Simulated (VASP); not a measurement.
A run of VASP 6.6.1:

The input INCAR:

```
PREC     = Accurate       # precision mode
ENCUT    = 520            # plane-wave cutoff, eV
EDIFF    = 1E-7           # SCF threshold, eV
ISMEAR   = 0              # smearing method
SIGMA    = 0.05           # smearing width, eV
LREAL    = Auto         
LASPH    = T              # aspherical terms in the spheres
NELM     = 150            # most SCF steps
ALGO     = Normal         # electronic algorithm
ISIF     = 2              # what is computed and relaxed
LWAVE    = F              # write WAVECAR
LCHARG   = F              # write CHGCAR
LMAXMIX  = 4              # l up to which the mixer works
LDAU     = T              # DFT+U
LDAUTYPE = 2            
LDAUL    = 2 -1           # shell
LDAUU    = 5 0            # U, eV
LDAUJ    = 0 0          
LDAUPRINT= 1            
GGA      = PS             # functional
NBANDS   = 124            # bands
```

File KPOINTS:

```
regular mesh
0
Gamma
  3 3 3
```

POSCAR

```
NiGe15
1.0
    0.0000000000      5.6575400000      5.6575400000
    5.6575400000      0.0000000000      5.6575400000
    5.6575400000      5.6575400000      0.0000000000
Ni Ge
1 15
Direct
    1.0000000000      0.0000000000      0.0000000000
    0.0045283752      0.0045283752      0.4954716248
    0.0045283752      0.4954716248      0.0045283752
    0.0045283752      0.4954716248      0.4954716248
    0.4954716248      0.0045283752      0.0045283752
    0.4954716248      0.0045283752      0.4954716248
    0.4954716248      0.4954716248      0.0045283752
    0.5000000000      0.5000000000      0.5000000000
    0.1156763553      0.1156763553      0.1156763553
    0.1156763553      0.1156763553      0.6529709342
    0.1156763553      0.6529709342      0.1156763553
    0.1193427411      0.6268857530      0.6268857530
    0.6529709342      0.1156763553      0.1156763553
    0.6268857530      0.1193427411      0.6268857530
    0.6268857530      0.6268857530      0.1193427411
    0.6268857530      0.6268857530      0.6268857530
```

Potentials or basis: VASP PAW PBE potentials, release 64 (Ni, Ge_d).

Command:

```console
$ cat potpaw_PBE.64/Ni/POTCAR potpaw_PBE.64/Ge_d/POTCAR > POTCAR
$ mpirun -np 1 vasp_std > vasp.out
```

Hardware: 1 thread of Intel(R) Xeon(R) Platinum 8259CL CPU @ 2.50GHz (Skylake/Cascade Lake), on a shared host.

Problem. Estimate the wall time of this run.

Solution. Wall time 9 min on 1 thread of Intel(R) Xeon(R) Platinum 8259CL CPU @ 2.50GHz (Skylake/Cascade Lake), with other jobs on the host, peak memory 0.53 GiB. Counts: scf iterations 20, k points 4.
